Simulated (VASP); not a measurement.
Te2Mo: single point with PBEsol

Slab: Te2Mo, a slab with vacuum.

```
Te Mo
1.0
     3.56039    0.00000    0.00000
    -1.78020    3.08339    0.00000
     0.00000    0.00000   24.81126
Te Mo
4 2
Direct
  0.33333 0.66667 0.07937
  0.66667 0.33333 0.77636
  0.66667 0.33333 0.92063
  0.33333 0.66667 0.22364
  0.33333 0.66667 0.84846
  0.66667 0.33333 0.15154
```

| Quantity | Value |
| --- | --- |
| Program | VASP 6.6.1 |
| Task | single point |
| Functional | PBEsol |
| Potentials or basis | VASP PAW PBE potentials, release 64 (Te, Mo_sv) |
| Cutoff | 520 eV |
| k mesh | 7 × 7 × 1 |
| Occupations | fermi-dirac, width 0.05 eV |
| Spin | no spin polarisation |

```
Largest force          : 0.137 eV/Å
Band gap on the k mesh : 1.30 eV, indirect (least direct gap 1.34 eV)
```

Forces in eV/Å, atoms in the order of the input:
```
Te   0.000  0.000  0.074
Te   0.000  0.000  0.137
Te   0.000  0.000 -0.074
Te   0.000  0.000 -0.137
Mo   0.000  0.000  0.006
Mo   0.000  0.000 -0.006
```

Levels at points of the mesh, in eV from the valence-band top:
| k point | band 23 | band 24 | band 25 | band 26 | band 27 | band 28 | band 29 | band 30 |
| --- | --- | --- | --- | --- | --- | --- | --- | --- |
| (0.00, 0.00, 0.00) | -0.81 | -0.81 | -0.40 | 0.00 | 3.15 | 3.15 | 3.17 | 3.17 |

Run time: 2.2 min on 1 thread of Intel(R) Xeon(R) Platinum 8259CL CPU @ 2.50GHz (Skylake/Cascade Lake) (shared host), peak memory 0.4 GiB.

Caveat: the PAW data sets were made with another functional, which shifts forces and pressure a little; spin-orbit coupling is left out, which moves the levels of the heavy elements.
